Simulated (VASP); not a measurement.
# CsB5 (P6/mmm) in VASP: single point with PBE

Aim: the single point of CsB5 with PBE.

All numbers are computed with VASP 6.6.1; they aren't measurements. Logs are shortened: lines on timing, memory, paths and dates and some standing lists are left out, and cuts for length are marked.

## (1) The cell of the first run

The structure is hexagonal, space group P6/mmm (No. 191). Conventional cell: a = 4.153 Å, b = 4.153 Å, c = 6.536 Å, α = 90.00°, β = 90.00°, γ = 120.00°. Cs (site symmetry 6/mmm) has 14 B at 2.61 to 3.27 Å within 3.4 Å. Within 2.7 Å of B (site symmetry 3m) lie 4 B at 2.05 to 2.40 Å and 3 Cs at 2.61 Å. Within 4.3 Å of B (site symmetry 6/mmm) lie 2 Cs at 3.27 Å and 18 B at 3.28 to 4.15 Å.

The cell was generated, and may not be a known phase.

## (2) Single point, PBE

File INCAR:

```
PREC     = Accurate       # precision mode
ENCUT    = 520            # plane-wave cutoff, eV
EDIFF    = 1E-6           # SCF threshold, eV
ISMEAR   = 0              # smearing method
SIGMA    = 0.1            # smearing width, eV
LREAL    = F              # projectors in reciprocal space
LASPH    = T              # aspherical terms in the spheres
NELM     = 60             # most SCF steps
ALGO     = Normal         # electronic algorithm
ISIF     = 2              # what is computed and relaxed
LWAVE    = F              # write WAVECAR
LCHARG   = T              # write CHGCAR
GGA      = PE             # functional
LELF     = T              # ELF
LVHAR    = T            
NBANDS   = 21             # bands
```

File KPOINTS:

```
regular mesh
0
Gamma
  6 6 4
```

File POSCAR:

```
CsB5
1.0
    4.1534637700      0.0000000000      0.0000000000
   -2.0767318800      3.5970051400      0.0000000000
    0.0000000000      0.0000000000      6.5356846400
Cs B
1 5
Direct
    0.0000000000      0.0000000000      0.0000000000
    0.3333333300      0.6666666700      0.1565279900
    0.6666666700      0.3333333300      0.1565279900
    0.6666666700      0.3333333300      0.8434720100
    0.3333333300      0.6666666700      0.8434720100
    0.0000000000      0.0000000000      0.5000000000
```

Potentials or basis: VASP PAW PBE potentials, release 64 (Cs_sv, B).

Command:

```bash
$ cat potpaw_PBE.64/Cs_sv/POTCAR potpaw_PBE.64/B/POTCAR > POTCAR
$ mpirun -np 1 vasp_std > vasp.out
```

OUTCAR:

```text
PREC = Accurate
   ENCUT = 520
   EDIFF = 1E-6
   ISMEAR = 0
   LREAL = F
   LASPH = T
   NELM = 60
   ISIF = 2
   GGA = PE

 ion  position               nearest neighbor table
   1  0.000  0.000  0.000-   2 2.61   3 2.61   4 2.61   5 2.61   2 2.61   5 2.61   3 2.61   4 2.61
                             3 2.61   4 2.61   2 2.61   5 2.61
   2  0.333  0.667  0.157-   5 2.05   1 2.61   1 2.61   1 2.61
   3  0.667  0.333  0.157-   4 2.05   1 2.61   1 2.61   1 2.61
   4  0.667  0.333  0.843-   3 2.05   1 2.61   1 2.61   1 2.61
   5  0.333  0.667  0.843-   2 2.05   1 2.61   1 2.61   1 2.61
   6  0.000  0.000  0.500-

  LATTYP: Found a hexagonal cell.
 ALAT       =     4.1534637700
 C/A-ratio  =     1.5735504152

  Lattice vectors:

 A1 = (   4.1534637700,   0.0000000000,   0.0000000000)
 A2 = (  -2.0767318800,   3.5970051400,   0.0000000000)
 A3 = (   0.0000000000,   0.0000000000,   6.5356846400)

Analysis of symmetry for initial positions (statically):
=====================================================================
 Subroutine PRICEL returns:
 Original cell was already a primitive cell.

 Routine SETGRP: Setting up the symmetry group for a
 hexagonal supercell.

 Subroutine GETGRP returns: Found 24 space group operations
 (whereof 24 operations were pure point group operations)
 out of a pool of 24 trial point group operations.

The static configuration has the point symmetry D_6h.

Analysis of symmetry for dynamics (positions and initial velocities):
=====================================================================
 Subroutine PRICEL returns:
 Original cell was already a primitive cell.

 Routine SETGRP: Setting up the symmetry group for a
 hexagonal supercell.

 Subroutine GETGRP returns: Found 24 space group operations
 (whereof 24 operations were pure point group operations)
 out of a pool of 24 trial point group operations.

The dynamic configuration has the point symmetry D_6h.

 Subroutine INISYM returns: Found 24 space group operations
 (whereof 24 operations are pure point group operations),
 and found     1 'primitive' translations

----------------------------------------------------------------------------------------

                                     Primitive cell

  volume of cell :      97.6433

  direct lattice vectors                    reciprocal lattice vectors
     4.153463770  0.000000000  0.000000000     0.240762904  0.139004527  0.000000000
    -2.076731880  3.597005140  0.000000000     0.000000000  0.278009055  0.000000000
     0.000000000  0.000000000  6.535684640     0.000000000  0.000000000  0.153006159

  length of vectors
     4.153463770  4.153463769  6.535684640     0.278009055  0.278009055  0.153006159

  position of ions in fractional coordinates (direct lattice)
     0.000000000  0.000000000  0.000000000
     0.333333330  0.666666670  0.156527990
     0.666666670  0.333333330  0.156527990
     0.666666670  0.333333330  0.843472010
     0.333333330  0.666666670  0.843472010
     0.000000000  0.000000000  0.500000000

  ion indices of the primitive-cell ions
   primitive index   ion index
                 1           1
                 2           2
                 3           3
                 4           4
                 5           5
                 6           6

----------------------------------------------------------------------------------------

 KPOINTS: regular mesh

Automatic generation of k-mesh.
 Grid dimensions read from file:
 generate k-points for:    6    6    4

 Generating k-lattice:

  Cartesian coordinates                     Fractional coordinates (reciprocal lattice)
     0.040127151  0.023167421  0.000000000     0.166666667 -0.000000000  0.000000000
     0.000000000  0.046334843  0.000000000     0.000000000  0.166666667  0.000000000
     0.000000000  0.000000000  0.038251540     0.000000000  0.000000000  0.250000000

  Length of vectors
     0.046334842  0.046334843  0.038251540

  Shift w.r.t. Gamma in fractional coordinates (k-lattice)
     0.000000000  0.000000000  0.000000000

 Subroutine IBZKPT returns following result:
 ===========================================

 Found     21 irreducible k-points:

 Following reciprocal coordinates:
            Coordinates               Weight
  0.000000  0.000000  0.000000      1.000000
  0.166667 -0.000000  0.000000      6.000000
  0.333333 -0.000000  0.000000      6.000000
  0.500000 -0.000000  0.000000      3.000000
  0.166667  0.166667  0.000000      6.000000
  0.333333  0.166667  0.000000     12.000000
[... 13 lines left out ...]
  0.333333  0.166667  0.500000     12.000000
  0.333333  0.333333  0.500000      2.000000
   k-points           NKPTS =     21   k-points in BZ     NKDIM =     21   number of bands    NBANDS=     21
   number of dos      NEDOS =    301   number of ions     NIONS =      6
   total plane-waves  NPLWV =  51200
   dimension x,y,z NGX =    32 NGY =   32 NGZ =   50
   dimension x,y,z NGXF=    64 NGYF=   64 NGZF=  100
   ions per type =               1   5
   NGX,Y,Z   is equivalent  to a cutoff of  12.81, 12.81, 12.72 a.u.
   NGXF,Y,Z  is equivalent  to a cutoff of  25.62, 25.62, 25.44 a.u.
 SYSTEM =  unknown system
   PREC   = accura    normal or accurate (medium, high low for compatibility)
   ISTART =      0    job   : 0-new  1-cont  2-samecut
   ICHARG =      2    charge: 1-file 2-atom 10-const
   ISPIN  =      1    spin polarized calculation?
   LNONCOLLINEAR =      F non collinear calculations
   LSORBIT =      F    spin-orbit coupling
   LASPH  =      T    aspherical Exc in radial PAW
   ENCUT  =  520.0 eV  38.22 Ry    6.18 a.u.   7.72  7.72 12.15*2*pi/ulx,y,z
   NELM   =     60;   NELMIN=  2; NELMDL= -5     # of ELM steps
   EDIFF  = 0.1E-05   stopping-criterion for ELM
   LREAL  =      F    real-space projection
   EDIFFG = 0.1E-04   stopping-criterion for IOM
   NSW    =      0    number of steps for IOM
[... 5 lines left out ...]
   TEBEG  =    0.0;   TEEND  =   0.0 temperature during run
   PSTRESS=    0.0 pullay stress
   NELECT =      24.0000    total number of electrons
   NUPDOWN=      -1.0000    fix difference up-down
   EMIN   =  10.00;   EMAX   =-10.00  energy-range for DOS
   EFERMI =   0.00;   METHOD = LEGACY
   ISMEAR =     0;   SIGMA  =   0.10  broadening in eV -4-tet -1-fermi 0-gaus
   EFERMI_NEDOS =   21; number of points for ismear=-14 and -15
   IALGO  =     38    algorithm
   IMIX   =      4    mixing-type and parameters
     AMIX     =   0.40;   BMIX     =  1.00
     AMIX_MAG =   1.60;   BMIX_MAG =  1.00
  volume/ion in A,a.u.               =      16.27       109.82
  Fermi-wavevector in a.u.,A,eV,Ry     =   1.025489  1.937893 14.308266  1.051628
  Thomas-Fermi vector in A             =   2.159332
   LORBIT       =      0    0 simple, 1 ext, 2 COOP (PROOUT), +10 PAW based schemes
   GGA     = PE    functional components
   LHFCALC =     F    Hartree Fock is set to
   AEXX    =    0.0000 exact exchange contribution
   IVDW    =     0    specifies the selected vdW correction
   LEPSILON=     F    determine dielectric tensor
   LRPA    =     F    only Hartree local field effects (RPA)
 non-spin polarized calculation
 Gauss-broadening in eV      SIGMA  =   0.10
  energy-cutoff  :      520.00
  volume of cell :       97.64
 maximum number of plane-waves:      2671
 NGX is ok and might be reduce to    32
   NGX = 15   NGY = 15   NGZ = 25

 number of electron      23.9999998 magnetization

 Free energy of the ion-electron system (eV)
  ---------------------------------------------------
  ext. energy  EPLUGINS =         0.00000000
  ---------------------------------------------------
  free energy    TOTEN  =       -15.39897814 eV

  energy without entropy =      -15.38320734  energy(sigma->0) =      -15.39109274

 E-fermi :   2.3011     XC(G=0):  -9.5354

 val. band max:        2.2625546251   @ k =   0.1667   0.1667   0.0000
 cond. band min:       2.3072548165   @ k =   0.3333   0.1667   0.0000
 fundamental gap:      0.0447001913
 Fermi energy:         2.3010504809

 k-point     1 :       0.0000    0.0000    0.0000
  band No.  band energies     occupation
      1     -19.3318      2.00000
      2      -7.7190      2.00000
      3      -6.2932      2.00000
      4      -6.2932      2.00000
      5      -6.1267      2.00000
      6      -3.7279      2.00000
[... 13 lines left out ...]
     20       5.1221      0.00000
     21       8.8318      0.00000

 k-point     2 :       0.1667   -0.0000    0.0000
  band No.  band energies     occupation
      1     -19.2473      2.00000
      2      -8.0877      2.00000
      3      -7.5213      2.00000
      4      -6.5767      2.00000
      5      -4.6775      2.00000
      6      -3.3929      2.00000
[... 13 lines left out ...]
     20       6.5773      0.00000
     21       7.9679      0.00000

 k-point     3 :       0.3333   -0.0000    0.0000
  band No.  band energies     occupation
      1     -19.0666      2.00000
      2      -9.4925      2.00000
      3      -7.0284      2.00000
      4      -7.0207      2.00000
      5      -4.6246      2.00000
      6      -3.2264      2.00000
[... 13 lines left out ...]
     20       7.0748      0.00000
     21       7.9179      0.00000
[... 385 lines left out ...]
 k-point    20 :       0.3333    0.1667    0.5000
  band No.  band energies     occupation
      1     -18.9700      2.00000
      2      -9.7293      2.00000
      3      -8.1215      2.00000
      4      -6.8179      2.00000
      5      -3.2407      2.00000
      6      -3.1179      2.00000
[... 13 lines left out ...]
     20       7.4350      0.00000
     21       7.6291      0.00000

 k-point    21 :       0.3333    0.3333    0.5000
  band No.  band energies     occupation
      1     -18.9209      2.00000
      2      -9.2741      2.00000
      3      -9.2741      2.00000
      4      -6.6146      2.00000
      5      -2.6929      2.00000
      6      -2.6929      2.00000
[... 13 lines left out ...]
     20       6.5016      0.00000
     21       8.3127      0.00000

------------------------ aborting loop because EDIFF is reached ----------------------------------------

  FORCE on cell =-STRESS in cart. coord.  units (eV):
  Direction    XX          YY          ZZ          XY          YZ          ZX
  --------------------------------------------------------------------------------------
  -------------------------------------------------------------------------------------
  Total        4.6068099      4.6068099     -6.1438628      0.0000000      0.0000000     -0.0000000
  in kB       75.5906886     75.5906886   -100.8113710      0.0000001      0.0000000     -0.0000000
  external PRESSURE =      16.7900021 kB  Pullay stress =       0.0000000 kB

 VOLUME and BASIS-vectors are now :
 -----------------------------------------------------------------------------
  energy-cutoff  :      520.00
  volume of cell :       97.64
      direct lattice vectors                 reciprocal lattice vectors
     4.153463770  0.000000000  0.000000000     0.240762904  0.139004527  0.000000000
    -2.076731880  3.597005140  0.000000000     0.000000000  0.278009055  0.000000000
     0.000000000  0.000000000  6.535684640     0.000000000  0.000000000  0.153006159

 POSITION                                       TOTAL-FORCE (eV/Angst)
 -----------------------------------------------------------------------------------
      0.00000      0.00000      0.00000         0.000000      0.000000      0.000000
     -0.00000      2.39800      1.02302        -0.000000      0.000000     -0.345091
      2.07673      1.19900      1.02302         0.000000     -0.000000     -0.345091
      2.07673      1.19900      5.51267         0.000000     -0.000000      0.345091
     -0.00000      2.39800      5.51267        -0.000000      0.000000      0.345091
      0.00000      0.00000      3.26784         0.000000      0.000000      0.000000
 -----------------------------------------------------------------------------------
    total drift:                               -0.000000      0.000000      0.000000

  FREE ENERGIE OF THE ION-ELECTRON SYSTEM (eV)
  ---------------------------------------------------
  free  energy   TOTEN  =       -15.3989781411 eV

  energy  without entropy=      -15.3832073406  energy(sigma->0) =      -15.39109274
```

Wall time 62 s (1 thread of AMD EPYC 7R43 (Zen 3), shared host); peak memory 0.18 GiB.

Results:

```
Free energy            : -15.3990 eV
Pressure               : 1.7 GPa
Largest force          : 0.345 eV/Å
Band gap on the k mesh : zero (bands 12 and 13 overlap by 0.94 eV)
```

Forces in eV/Å, atoms in the order of the input:
```
Cs   0.000  0.000  0.000
B    0.000  0.000 -0.345
B    0.000  0.000 -0.345
B    0.000  0.000  0.345
B    0.000  0.000  0.345
B    0.000  0.000  0.000
```

Levels at points of the mesh, in eV from the Fermi level:
```tsv
k point	band 8	band 9	band 10	band 11	band 12	band 13	band 14	band 15	band 16	band 17
(0.00, 0.00, 0.00)	-3.20	-3.20	-3.10	-0.92	0.41	0.41	1.10	1.38	1.62	1.62
(0.50, 0.00, 0.00)	-2.91	-2.22	-1.29	-0.94	0.01	0.34	1.27	1.92	2.02	2.21
(0.00, 0.00, 0.50)	-3.19	-3.19	-3.13	-2.66	0.35	0.35	1.08	1.08	1.22	2.36
(0.50, 0.00, 0.50)	-2.22	-2.15	-1.57	-1.25	-0.40	0.42	0.84	1.62	1.88	2.26
```

Caveat: the stress differs along the axes, from -10 to 8 GPa; spin-orbit coupling is left out, which moves the levels of the heavy elements.

The gap in the log of VASP goes by the Fermi energy; the results here count the filled bands.